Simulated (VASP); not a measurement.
MgO: single point with LDA

System: MgO, a slab with vacuum.

```xyz
24
Lattice="6.1011 0.0000 0.0000 3.0505 5.2837 0.0000 0.0000 0.0000 19.2269" Properties=species:S:1:pos:R:3 pbc="T T T"
Mg    0.0000    0.0000    1.0000
Mg    1.5253    2.6418    1.0000
Mg    3.0505    0.0000    1.0000
Mg    4.5758    2.6418    1.0000
Mg    6.2241    3.5063    3.5318
Mg    4.3621    0.9910    3.6678
Mg    2.8294    3.8347    3.5896
Mg    1.0829    1.0394    4.3623
Mg    2.9869    2.1850    6.4307
Mg    4.7985    4.1660    6.2985
Mg    5.6510    0.8917    7.2388
Mg    7.3073    3.8103    7.2515
O     4.5758    4.4031    2.2454
O     3.0505    1.7612    2.2454
O     7.6263    4.4031    2.2454
O     6.1011    1.7612    2.2454
O     7.5903    3.0829    4.7299
O     5.4086    0.2631    4.8390
O     4.3144    3.0046    4.6490
O     2.7485    0.2860    4.5836
O     3.7699    0.3257    7.1580
O     5.4799    2.9439    7.3349
O     1.2616    1.1318    6.6388
O     2.9249    4.1837    7.4060
```

```
Program             : VASP 6.6.1
Task                : single point
Functional          : LDA
Potentials or basis : VASP PAW LDA potentials, release 64 (Mg_sv, O)
Cutoff              : 620 eV
k mesh              : 2 × 2 × 1
Occupations         : fermi-dirac, width 0.02 eV
Spin                : no spin polarisation
```

```
Largest force          : 4.307 eV/Å
Band gap on the k mesh : zero (bands 96 and 97 overlap by 0.01 eV)
```

Forces on the atoms (eV/Å):
```
Mg   0.183  0.240  2.358
Mg   0.105 -0.340  2.367
Mg  -0.230  0.183  2.637
Mg  -0.059  0.008  2.522
Mg  -2.641  1.292  0.377
Mg  -2.826  2.337 -1.489
Mg   1.595 -0.699  1.064
Mg  -0.329  1.111  0.697
Mg   0.693 -1.475 -1.054
Mg  -1.500  3.571 -1.885
Mg  -0.963  0.177 -0.432
Mg  -3.337 -1.040 -0.457
O   -0.140 -0.164 -2.536
O    0.186  0.235 -2.965
O   -0.511  0.353 -2.155
O   -0.174  0.298 -1.313
O   -0.155 -1.407  0.950
O    3.760 -1.369  1.030
O    0.518 -0.361  0.264
O    0.514 -1.367 -0.303
O   -0.932  1.281 -0.298
O    1.706 -2.713  1.547
O    2.143  1.078 -0.458
O    2.392 -1.230 -0.467
```

Levels at points of the mesh, in eV from the Fermi level:
```tsv
k point	band 93	band 94	band 95	band 96	band 97	band 98	band 99	band 100
(0.00, 0.00, 0.00)	-0.37	-0.17	-0.11	0.02	0.15	2.18	2.22	2.26
(0.50, 0.00, 0.00)	-0.31	-0.25	-0.14	-0.09	0.08	0.15	1.64	1.65
(0.50, 0.50, 0.00)	-0.30	-0.22	-0.10	-0.05	0.00	0.05	1.63	1.64
(0.00, 0.50, 0.00)	-0.32	-0.26	-0.22	-0.11	0.04	0.05	1.62	1.65
```

It took 19 min on 1 thread of AMD EPYC 7R13 Processor (Zen 3) (shared host), peak memory 0.63 GiB.

Caveat: the k points lie up to 0.59 Å⁻¹ apart; the atoms stand as in a frame of molecular dynamics; there is no dipole correction, which matters where the two faces differ.
